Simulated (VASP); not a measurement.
# KCl (Fm-3m) in VASP: a series of runs

The runs below take KCl through single point, with r2SCAN, PBE, HSE06.

Program: VASP 6.6.1. These are calculated values, not measurements. Logs are shortened: lines on timing, memory, paths and dates and some standing lists are left out, and cuts for length are marked.

## Step 1: The cell of the first run

It takes space group Fm-3m (No. 225, cubic). The conventional cell has a = 6.290 Å, b = 6.290 Å, c = 6.290 Å, α = 90.00°, β = 90.00°, γ = 90.00°. Within 4.1 Å of K (site symmetry m-3m) lie 6 Cl at 3.14 Å. Within 4.1 Å of Cl (site symmetry m-3m) lie 6 K at 3.14 Å.

## Step 2: Single point, r2SCAN

Contents of POSCAR:

```
KCl
1.0
    0.0000000000      3.1448483099      3.1448483099
    3.1448483099      0.0000000000      3.1448483099
    3.1448483099      3.1448483099      0.0000000000
K Cl
1 1
Direct
    0.0000000000      0.0000000000      0.0000000000
    0.5000000000      0.5000000000      0.5000000000
```

Contents of INCAR.step1:

```
SYSTEM = KCl
PREC = Accurate ; ENCUT = 520
ISMEAR = 0 ; SIGMA = 0.01
LREAL = .False. ; LASPH = .True.
NELM = 60 ; NBANDS = 15
GGA = PE ; ALGO = Normal
EDIFF = 1E-4 ; LWAVE = .True.
LCHARG = .False.
```

Contents of INCAR.step2:

```
SYSTEM = KCl
PREC = Accurate ; ENCUT = 520
EDIFF = 1E-6 ; ISMEAR = 0
SIGMA = 0.01 ; LREAL = .False.
LASPH = .True. ; NELM = 60
ALGO = Normal ; ISIF = 2
LWAVE = .False. ; LCHARG = .True.
METAGGA = R2SCAN ; LMIXTAU = .True.
LELF = .True. ; LVHAR = .True.
NBANDS = 15 ; ISTART = 1
```

Contents of KPOINTS:

```
regular mesh
0
Gamma
  4 4 4
  0 0 0
```

Potentials or basis: VASP PAW PBE potentials, release 64 (K_sv, Cl).

Command:

```
cat potpaw_PBE.64/K_sv/POTCAR potpaw_PBE.64/Cl/POTCAR > POTCAR
cp INCAR.step1 INCAR
mpirun -np 1 vasp_std > vasp.out
cp INCAR.step2 INCAR
mpirun -np 1 vasp_std > vasp.out
```

OUTCAR:

```text
SYSTEM = KCl
   PREC = Accurate
   ENCUT = 520
   EDIFF = 1E-6
   ISMEAR = 0
   LREAL = .False.
   LASPH = .True.
   NELM = 60
   ISIF = 2
   METAGGA = R2SCAN
   ISTART = 1

 ion  position               nearest neighbor table
   1  0.000  0.000  0.000-   2 3.14   2 3.14   2 3.14   2 3.14   2 3.14   2 3.14
   2  0.500  0.500  0.500-   1 3.14   1 3.14   1 3.14   1 3.14   1 3.14   1 3.14

  LATTYP: Found a face centered cubic cell.
 ALAT       =     6.2896966198

  Lattice vectors:

 A1 = (   0.0000000000,   3.1448483099,   3.1448483099)
 A2 = (   3.1448483099,   0.0000000000,   3.1448483099)
 A3 = (   3.1448483099,   3.1448483099,   0.0000000000)

Analysis of symmetry for initial positions (statically):
=====================================================================
 Subroutine PRICEL returns:
 Original cell was already a primitive cell.

 Routine SETGRP: Setting up the symmetry group for a
 face centered cubic supercell.

 Subroutine GETGRP returns: Found 48 space group operations
 (whereof 48 operations were pure point group operations)
 out of a pool of 48 trial point group operations.

The static configuration has the point symmetry O_h .

Analysis of symmetry for dynamics (positions and initial velocities):
=====================================================================
 Subroutine PRICEL returns:
 Original cell was already a primitive cell.

 Routine SETGRP: Setting up the symmetry group for a
 face centered cubic supercell.

 Subroutine GETGRP returns: Found 48 space group operations
 (whereof 48 operations were pure point group operations)
 out of a pool of 48 trial point group operations.

The dynamic configuration has the point symmetry O_h .

 Subroutine INISYM returns: Found 48 space group operations
 (whereof 48 operations are pure point group operations),
 and found     1 'primitive' translations

----------------------------------------------------------------------------------------

                                     Primitive cell

  volume of cell :      62.2055

  direct lattice vectors                    reciprocal lattice vectors
     0.000000000  3.144848310  3.144848310    -0.158990180  0.158990180  0.158990180
     3.144848310  0.000000000  3.144848310     0.158990180 -0.158990180  0.158990180
     3.144848310  3.144848310  0.000000000     0.158990180  0.158990180 -0.158990180

  length of vectors
     4.447487131  4.447487131  4.447487131     0.275379070  0.275379070  0.275379070

  position of ions in fractional coordinates (direct lattice)
     0.000000000  0.000000000  0.000000000
     0.500000000  0.500000000  0.500000000

  ion indices of the primitive-cell ions
   primitive index   ion index
                 1           1
                 2           2

----------------------------------------------------------------------------------------

 KPOINTS: regular mesh

Automatic generation of k-mesh.
 Grid dimensions read from file:
 generate k-points for:    4    4    4

 Generating k-lattice:

  Cartesian coordinates                     Fractional coordinates (reciprocal lattice)
    -0.039747545  0.039747545  0.039747545     0.250000000  0.000000000  0.000000000
     0.039747545 -0.039747545  0.039747545     0.000000000  0.250000000  0.000000000
     0.039747545  0.039747545 -0.039747545     0.000000000  0.000000000  0.250000000

  Length of vectors
     0.068844768  0.068844768  0.068844768

  Shift w.r.t. Gamma in fractional coordinates (k-lattice)
     0.000000000  0.000000000  0.000000000

 Subroutine IBZKPT returns following result:
 ===========================================

 Found      8 irreducible k-points:

 Following reciprocal coordinates:
            Coordinates               Weight
  0.000000  0.000000  0.000000      1.000000
  0.250000  0.000000  0.000000      8.000000
  0.500000  0.000000  0.000000      4.000000
  0.250000  0.250000  0.000000      6.000000
  0.500000  0.250000  0.000000     24.000000
 -0.250000  0.250000  0.000000     12.000000
  0.500000  0.500000  0.000000      3.000000
 -0.250000  0.500000  0.250000      6.000000
   k-points           NKPTS =      8   k-points in BZ     NKDIM =      8   number of bands    NBANDS=     15
   number of dos      NEDOS =    301   number of ions     NIONS =      2
   total plane-waves  NPLWV =  46656
   dimension x,y,z NGX =    36 NGY =   36 NGZ =   36
   dimension x,y,z NGXF=    72 NGYF=   72 NGZF=   72
   ions per type =               1   1
   NGX,Y,Z   is equivalent  to a cutoff of  13.46, 13.46, 13.46 a.u.
   NGXF,Y,Z  is equivalent  to a cutoff of  26.91, 26.91, 26.91 a.u.
 SYSTEM =  KCl
   PREC   = accura    normal or accurate (medium, high low for compatibility)
   ISTART =      1    job   : 0-new  1-cont  2-samecut
   ICHARG =      0    charge: 1-file 2-atom 10-const
   ISPIN  =      1    spin polarized calculation?
   LNONCOLLINEAR =      F non collinear calculations
   LSORBIT =      F    spin-orbit coupling
   LASPH  =      T    aspherical Exc in radial PAW
   ENCUT  =  520.0 eV  38.22 Ry    6.18 a.u.   8.27  8.27  8.27*2*pi/ulx,y,z
   NELM   =     60;   NELMIN=  2; NELMDL=  0     # of ELM steps
   EDIFF  = 0.1E-05   stopping-criterion for ELM
   LREAL  =      F    real-space projection
   EDIFFG = 0.1E-04   stopping-criterion for IOM
   NSW    =      0    number of steps for IOM
   IBRION =     -1    ionic relax: 0-MD 1-quasi-New 2-CG
[... 8 lines left out ...]
   EMIN   =  10.00;   EMAX   =-10.00  energy-range for DOS
   EFERMI =   0.00;   METHOD = LEGACY
   ISMEAR =     0;   SIGMA  =   0.01  broadening in eV -4-tet -1-fermi 0-gaus
   EFERMI_NEDOS =   21; number of points for ismear=-14 and -15
   IALGO  =     38    algorithm
   IMIX   =      4    mixing-type and parameters
     AMIX     =   0.40;   BMIX     =  1.00
     AMIX_MAG =   1.60;   BMIX_MAG =  1.00
  volume/ion in A,a.u.               =      31.10       209.89
  Fermi-wavevector in a.u.,A,eV,Ry     =   1.041130  1.967451 14.748069  1.083952
  Thomas-Fermi vector in A             =   2.175737
   LORBIT       =      0    0 simple, 1 ext, 2 COOP (PROOUT), +10 PAW based schemes
   METAGGA = R2SCAN    functional components
   LHFCALC =     F    Hartree Fock is set to
   AEXX    =    0.0000 exact exchange contribution
   IVDW    =     0    specifies the selected vdW correction
   LEPSILON=     F    determine dielectric tensor
   LRPA    =     F    only Hartree local field effects (RPA)
 non-spin polarized calculation
 Gauss-broadening in eV      SIGMA  =   0.01
  energy-cutoff  :      520.00
  volume of cell :       62.21
 maximum number of plane-waves:      1700
 NGX is ok and might be reduce to    36
   NGX = 17   NGY = 17   NGZ = 17

 number of electron      16.0000001 magnetization

 Free energy of the ion-electron system (eV)
  ---------------------------------------------------
  ext. energy  EPLUGINS =         0.00000000
  ---------------------------------------------------
  free energy    TOTEN  =       -16.50636047 eV

  energy without entropy =      -16.50636047  energy(sigma->0) =      -16.50636047

 E-fermi :  -2.1879     XC(G=0):  -7.9602

 val. band max:       -2.2577847190   @ k =   0.0000   0.0000   0.0000
 cond. band min:       3.5772219071   @ k =   0.0000   0.0000   0.0000
 fundamental gap:      5.8350066261
 Fermi energy:        -2.1878840567

 k-point     1 :       0.0000    0.0000    0.0000
  band No.  band energies     occupation
      1     -30.5230      2.00000
      2     -14.9296      2.00000
      3     -13.2144      2.00000
      4     -13.2144      2.00000
      5     -13.2144      2.00000
      6      -2.2578      2.00000
      7      -2.2578      2.00000
      8      -2.2578      2.00000
      9       3.5772      0.00000
     10       6.7766      0.00000
     11       6.7766      0.00000
     12       6.7766      0.00000
     13       7.8205      0.00000
     14       7.8205      0.00000
     15      11.1188      0.00000

 k-point     2 :       0.2500    0.0000    0.0000
  band No.  band energies     occupation
      1     -30.5178      2.00000
      2     -15.0150      2.00000
      3     -13.2185      2.00000
      4     -13.2185      2.00000
      5     -13.0992      2.00000
      6      -2.8358      2.00000
      7      -2.4242      2.00000
      8      -2.4242      2.00000
      9       4.8316      0.00000
     10       6.4975      0.00000
     11       7.5633      0.00000
     12       7.5633      0.00000
     13       8.6481      0.00000
     14       8.6481      0.00000
     15      12.2040      0.00000

 k-point     3 :       0.5000    0.0000    0.0000
  band No.  band energies     occupation
      1     -30.5126      2.00000
      2     -15.0915      2.00000
      3     -13.2226      2.00000
      4     -13.2226      2.00000
      5     -12.9919      2.00000
      6      -3.3059      2.00000
      7      -2.5800      2.00000
      8      -2.5800      2.00000
      9       5.8792      0.00000
     10       6.9915      0.00000
     11       9.0694      0.00000
     12       9.0694      0.00000
     13       9.9271      0.00000
     14       9.9271      0.00000
     15      10.7274      0.00000
[... 55 lines left out ...]
 k-point     7 :       0.5000    0.5000    0.0000
  band No.  band energies     occupation
      1     -30.5096      2.00000
      2     -14.8274      2.00000
      3     -13.3540      2.00000
      4     -13.2692      2.00000
      5     -13.2692      2.00000
      6      -2.9272      2.00000
      7      -2.4845      2.00000
      8      -2.4845      2.00000
      9       4.7732      0.00000
     10       6.9645      0.00000
     11       8.4449      0.00000
     12       8.8567      0.00000
     13       9.3093      0.00000
     14      10.2541      0.00000
     15      10.2541      0.00000

 k-point     8 :      -0.2500    0.5000    0.2500
  band No.  band energies     occupation
      1     -30.5095      2.00000
      2     -14.9136      2.00000
      3     -13.3114      2.00000
      4     -13.3114      2.00000
      5     -13.1331      2.00000
      6      -2.7394      2.00000
      7      -2.7378      2.00000
      8      -2.7378      2.00000
      9       6.3352      0.00000
     10       6.3352      0.00000
     11       8.1365      0.00000
     12       8.4866      0.00000
     13      10.2840      0.00000
     14      10.4396      0.00000
     15      10.7293      0.00000

------------------------ aborting loop because EDIFF is reached ----------------------------------------

  FORCE on cell =-STRESS in cart. coord.  units (eV):
  Direction    XX          YY          ZZ          XY          YZ          ZX
  --------------------------------------------------------------------------------------
  -------------------------------------------------------------------------------------
  Total        0.0021719      0.0021719      0.0021719     -0.0000000     -0.0000000     -0.0000000
  in kB        0.0559407      0.0559407      0.0559407     -0.0000000     -0.0000000     -0.0000000
  external PRESSURE =       0.0559407 kB  Pullay stress =       0.0000000 kB

 VOLUME and BASIS-vectors are now :
 -----------------------------------------------------------------------------
  energy-cutoff  :      520.00
  volume of cell :       62.21
      direct lattice vectors                 reciprocal lattice vectors
     0.000000000  3.144848310  3.144848310    -0.158990180  0.158990180  0.158990180
     3.144848310  0.000000000  3.144848310     0.158990180 -0.158990180  0.158990180
     3.144848310  3.144848310  0.000000000     0.158990180  0.158990180 -0.158990180

 POSITION                                       TOTAL-FORCE (eV/Angst)
 -----------------------------------------------------------------------------------
      0.00000      0.00000      0.00000        -0.000000     -0.000000     -0.000000
      3.14485      3.14485      3.14485         0.000000      0.000000      0.000000
 -----------------------------------------------------------------------------------
    total drift:                                0.000000      0.000000      0.000000

  FREE ENERGIE OF THE ION-ELECTRON SYSTEM (eV)
  ---------------------------------------------------
  free  energy   TOTEN  =       -16.5063604698 eV

  energy  without entropy=      -16.5063604698  energy(sigma->0) =      -16.50636047
```

Wall time 44 s (1 thread of AMD EPYC 7R13 (Zen 3), shared host); peak memory 0.19 GiB.

Results:

| Quantity | Value |
| --- | --- |
| Free energy | -16.5064 eV |
| Pressure | 0.0 GPa |
| Band gap on the k mesh | 5.83 eV, direct |

Caveat: the k points lie up to 0.43 Å⁻¹ apart; the PAW data sets were made with another functional, which shifts forces and pressure a little. r2SCAN opens gaps a little over a GGA but as a rule still falls short of measured ones.

(Part 1 of 2 ends here.)
